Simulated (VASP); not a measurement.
# Al3Cu (Pm-3m) in VASP: a series of runs, part 2 of 2

VASP 6.6.1.

## 4. Single point, r2SCAN

Contents of POSCAR:

```
Al3Cu
1.0
    3.9241510000      0.0000000000      0.0000000000
    0.0000000000      3.9241510000      0.0000000000
    0.0000000000      0.0000000000      3.9241510000
Al Cu
3 1
Direct
    0.0000000000      0.5000000000      0.5000000000
    0.5000000000      0.0000000000      0.5000000000
    0.5000000000      0.5000000000      0.0000000000
    0.0000000000      0.0000000000      0.0000000000
```

Contents of INCAR.step1:

```
SYSTEM = Al3Cu
  ALGO = Normal
  EDIFF = 1E-4
  ENCUT = 520
  GGA = PE
  ISMEAR = 0
  LASPH = .True.
  LCHARG = .False.
  LREAL = .False.
  LWAVE = .True.
  NBANDS = 18
  NELM = 100
  PREC = Accurate
  SIGMA = 0.1
```

Contents of INCAR.step2:

```
SYSTEM = Al3Cu
  ALGO = Normal
  EDIFF = 1E-6
  ENCUT = 520
  ISIF = 2
  ISMEAR = 0
  ISTART = 1
  LASPH = .True.
  LCHARG = .False.
  LMIXTAU = .True.
  LREAL = .False.
  LWAVE = .False.
  METAGGA = R2SCAN
  NBANDS = 18
  NELM = 100
  PREC = Accurate
  SIGMA = 0.1
```

Contents of KPOINTS:

```
k-points
0
Gamma
  4 4 4
  0 0 0
```

Potentials or basis: VASP PAW PBE potentials, release 64 (Al, Cu).

The run is started by

```console
$ cat potpaw_PBE.64/Al/POTCAR potpaw_PBE.64/Cu/POTCAR > POTCAR
$ cp INCAR.step1 INCAR
$ mpirun -np 1 vasp_std > vasp.out
$ cp INCAR.step2 INCAR
$ mpirun -np 1 vasp_std > vasp.out
```

OUTCAR:

```text
SYSTEM = Al3Cu
   EDIFF = 1E-6
   ENCUT = 520
   ISIF = 2
   ISMEAR = 0
   ISTART = 1
   LASPH = .True.
   LREAL = .False.
   METAGGA = R2SCAN
   NELM = 100
   PREC = Accurate

 ion  position               nearest neighbor table
   1  0.000  0.500  0.500-   2 2.77   3 2.77   4 2.77   3 2.77   4 2.77   2 2.77   4 2.77   4 2.77
                             2 2.77   3 2.77   3 2.77   2 2.77
   2  0.500  0.000  0.500-   1 2.77   3 2.77   4 2.77   3 2.77   4 2.77   1 2.77   3 2.77   3 2.77
                             1 2.77   4 2.77   4 2.77   1 2.77
   3  0.500  0.500  0.000-   1 2.77   2 2.77   4 2.77   1 2.77   2 2.77   2 2.77   4 2.77   2 2.77
                             1 2.77   4 2.77   1 2.77   4 2.77
   4  0.000  0.000  0.000-   1 2.77   2 2.77   3 2.77   1 2.77   2 2.77   1 2.77   3 2.77   1 2.77
                             2 2.77   3 2.77   2 2.77   3 2.77

  LATTYP: Found a simple cubic cell.
 ALAT       =     3.9241510000

  Lattice vectors:

 A1 = (   3.9241510000,   0.0000000000,   0.0000000000)
 A2 = (   0.0000000000,   3.9241510000,   0.0000000000)
 A3 = (   0.0000000000,   0.0000000000,   3.9241510000)

Analysis of symmetry for initial positions (statically):
[... 163 lines left out ...]
 E-fermi :   8.3604     XC(G=0): -11.5488

 val. band max:        8.3278120774   @ k =   0.2500   0.0000   0.0000
 cond. band min:       8.4354555896   @ k =   0.5000   0.0000   0.0000
 fundamental gap:      0.1076435122
 Fermi energy:         8.3603873823

 k-point     1 :       0.0000    0.0000    0.0000
  band No.  band energies     occupation
      1      -3.5833      2.00000
      2       3.7921      2.00000
      3       3.7921      2.00000
      4       4.5376      2.00000
      5       4.5376      2.00000
      6       4.5376      2.00000
[... 187 lines left out ...]
      5       3.9410      2.00000
      6       3.9410      2.00000
[... 10 lines left out ...]
     17      21.5307      0.00000
     18      21.5307      0.00000

------------------------ aborting loop because EDIFF is reached ----------------------------------------

  FORCE on cell =-STRESS in cart. coord.  units (eV):
  Direction    XX          YY          ZZ          XY          YZ          ZX
  --------------------------------------------------------------------------------------
  -------------------------------------------------------------------------------------
  Total       -1.3373471     -1.3373471     -1.3373471      0.0000000     -0.0000000      0.0000000
  in kB      -35.4582732    -35.4582732    -35.4582732      0.0000000     -0.0000000      0.0000000
  external PRESSURE =     -35.4582732 kB  Pullay stress =       0.0000000 kB

 VOLUME and BASIS-vectors are now :
 -----------------------------------------------------------------------------
  energy-cutoff  :      520.00
  volume of cell :       60.43
      direct lattice vectors                 reciprocal lattice vectors
     3.924151000  0.000000000  0.000000000     0.254832192  0.000000000  0.000000000
     0.000000000  3.924151000  0.000000000     0.000000000  0.254832192  0.000000000
     0.000000000  0.000000000  3.924151000     0.000000000  0.000000000  0.254832192

 POSITION                                       TOTAL-FORCE (eV/Angst)
 -----------------------------------------------------------------------------------
      0.00000      1.96208      1.96208         0.000000      0.000000      0.000000
      1.96208      0.00000      1.96208         0.000000      0.000000      0.000000
      1.96208      1.96208      0.00000         0.000000      0.000000      0.000000
      0.00000      0.00000      0.00000         0.000000      0.000000      0.000000
 -----------------------------------------------------------------------------------
    total drift:                                0.000000     -0.000000     -0.000000

  FREE ENERGIE OF THE ION-ELECTRON SYSTEM (eV)
  ---------------------------------------------------
  free  energy   TOTEN  =       -30.8979597901 eV

  energy  without entropy=      -30.8873736929  energy(sigma->0) =      -30.89266674
```

OUTCAR.step1:

```text
SYSTEM = Al3Cu
   EDIFF = 1E-4
   ENCUT = 520
   GGA = PE
   ISMEAR = 0
[... 426 lines left out ...]
      0.00000      1.96208      1.96208         0.000000      0.000000      0.000000
      1.96208      0.00000      1.96208         0.000000      0.000000      0.000000
      1.96208      1.96208      0.00000         0.000000      0.000000      0.000000
      0.00000      0.00000      0.00000         0.000000      0.000000      0.000000
 -----------------------------------------------------------------------------------
    total drift:                                0.000000     -0.000000     -0.000000

  FREE ENERGIE OF THE ION-ELECTRON SYSTEM (eV)
  ---------------------------------------------------
  free  energy   TOTEN  =       -14.8658870565 eV

  energy  without entropy=      -14.8551195255  energy(sigma->0) =      -14.86050329
```

It took 40 s on 1 thread of Intel Xeon 6975P-C, shared host; peak memory 0.17 GiB.

Results:

```
Free energy            : -30.8980 eV
Pressure               : -3.5 GPa
Band gap on the k mesh : zero (band 10 reaches 9.55 eV, above the bottom of band 11 at 6.26 eV)
```

Levels at points of the mesh, in eV from the Fermi level:
```csv
k point,band 8,band 9,band 10,band 11,band 12,band 13
"(0.00, 0.00, 0.00)",-2.75,-2.75,-0.77,0.40,0.40,6.65
"(0.50, 0.00, 0.00)",0.08,0.08,0.11,0.11,0.51,2.13
"(0.50, 0.50, 0.00)",-3.53,-3.31,1.19,2.89,2.89,3.32
"(0.50, 0.50, 0.50)",-3.60,-3.60,-2.61,-2.10,-2.10,-2.10
```

Caveat: the k points lie up to 0.40 Å⁻¹ apart; the PAW data sets were made with another functional, which shifts forces and pressure a little.

## 5. The runs side by side

```csv
k mesh,gap on the mesh (eV),pressure (GPa)
1 × 1 × 1,0.52,-8.3
2 × 2 × 2,none,-3.1
4 × 4 × 4,none,-3.5
```

Alike in all rows: task single point; level r2SCAN; potentials or basis VASP PAW PBE potentials, release 64 (Al, Cu); no spin polarisation; cell as given; cutoff (eV) 520; smearing gaussian 0.1 eV.

Caveats: all runs use coarse meshes; the PAW data sets were made with another functional, which shifts forces and pressure a little.

Total energies depend on the potentials used, so only differences within one code and one set of settings carry meaning.
